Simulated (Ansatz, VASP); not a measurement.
# CdW3 in VASP and in Ansatz

File INCAR:

```
SYSTEM = CdW3
PREC = Accurate
ENCUT = 600
EDIFF = 1E-6
ISMEAR = 0
SIGMA = 0.1
LREAL = .FALSE.
LASPH = .TRUE.
NELM = 60
ALGO = Fast
ISIF = 3
LWAVE = .FALSE.
LCHARG = .FALSE.
GGA = PE
IBRION = 2
NSW = 100
EDIFFG = -0.01
```

KPOINTS

```
Automatic mesh
0
G
  12 12 12
  0 0 0
```

File POSCAR:

```
CdW3
1.0
    4.0567240247      0.0000000000      0.0000000000
    0.0000000000      4.0567240247      0.0000000000
    0.0000000000      0.0000000000      4.0567240247
Cd W
1 3
Direct
    0.0000000000      0.0000000000      0.0000000000
    0.0000000000      0.5000000000      0.5000000000
    0.5000000000      0.0000000000      0.5000000000
    0.5000000000      0.5000000000      0.0000000000
```

Input for Ansatz:

```yaml
crystal:
  lattice:
    - [4.0567240247, 0.0, 0.0]
    - [0.0, 4.0567240247, 0.0]
    - [0.0, 0.0, 4.0567240247]
  atoms:
    - { symbol: Cd, position: [0.0, 0.0, 0.0] }
    - { symbol: W, position: [0.0, 0.5, 0.5] }
    - { symbol: W, position: [0.5, 0.0, 0.5] }
    - { symbol: W, position: [0.5, 0.5, 0.0] }
basis:
  ecutwfc: 420
kpoints:
  mp_grid: { grid: [12, 12, 12] }
hamiltonian:
  xc: pbe
scf:
  occupations: { method: gaussian, width: 0.1 }
output:
  forces: true
  stress: true
  eigenvalues: true
relax:
  adjacent_minimum: "off"
  f_tol: 0.01
  max_steps: 80
  cell: { stress_tol: 0.05 }
```

Alike in both runs: task relaxation of cell and atoms; functional PBE; k mesh 12 × 12 × 12; occupations gaussian, width 0.1 eV; no spin polarisation.

|  | VASP | Ansatz |
| --- | --- | --- |
| version | VASP 6.6.1 | Ansatz 0.2.0 |
| potentials or method | VASP PAW PBE potentials, release 64 (Cd, W_sv), cutoff 600 eV | scalar-relativistic, plane waves, PAW |
| valence electrons in the cell | 54 | 62 |

|  | VASP | Ansatz | Ansatz less VASP |
| --- | --- | --- | --- |
| gap on the k mesh at the Fermi level, each at its own relaxed structure (eV) | none | none | - |
| relaxed volume (Å³/atom) | 16.74 | 16.68 | -0.060 |
| relaxed length of the cell vector where the two differ most in proportion (Å) | 4.060 | 4.056 | -0.0048 |

A gap of «none» marks a metal or a gap that the smearing closes. VASP's potentials hold 54 valence electrons a cell and Ansatz's 62, so a difference there can come from the potentials and not from the codes.

Spin-orbit coupling is off throughout.
